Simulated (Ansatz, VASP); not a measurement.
**LiH in VASP and in Ansatz**

```
Li H
1.0
     0.00000    2.00233    2.00233
     2.00233    0.00000    2.00233
     2.00233    2.00233    0.00000
Li H
1 1
Direct
  0.99750 0.99750 0.99750
  0.50000 0.50000 0.50000
```

Change from the starting cell: atom 1 moved by [-0.01, -0.01, -0.01] A, PAW files.

Alike in both runs: task single point; functional r2SCAN; k mesh 10 × 10 × 10; no spin polarisation.

```csv
,VASP,Ansatz
version,VASP 6.6.1,Ansatz 0.2.0
potentials or method,"VASP PAW PBE potentials, release 64 (Li_sv, H)","PAW with Ansatz's default frozen-core files, scalar-relativistic"
plane-wave cutoff (eV),830,500
occupations,"gaussian, width 0.01 eV",fixed
valence electrons in the cell,4,4
```

VASP gave:

| Quantity | Value |
| --- | --- |
| gap on the k mesh at the Fermi level (eV) | 3.58 |
| pressure (GPa) | -0.1 |
| rms of the force components (eV/Å) | 0.005 |

Question: What did Ansatz give for the same quantities?

Answer: gap on the k mesh at the Fermi level (eV): 3.63; pressure (GPa): 0.0; rms of the force components (eV/Å): 0.012.

VASP's potentials were made for PBE, not for r2SCAN. Atom by atom the forces differ by 0.007 eV/Å (rms over components).
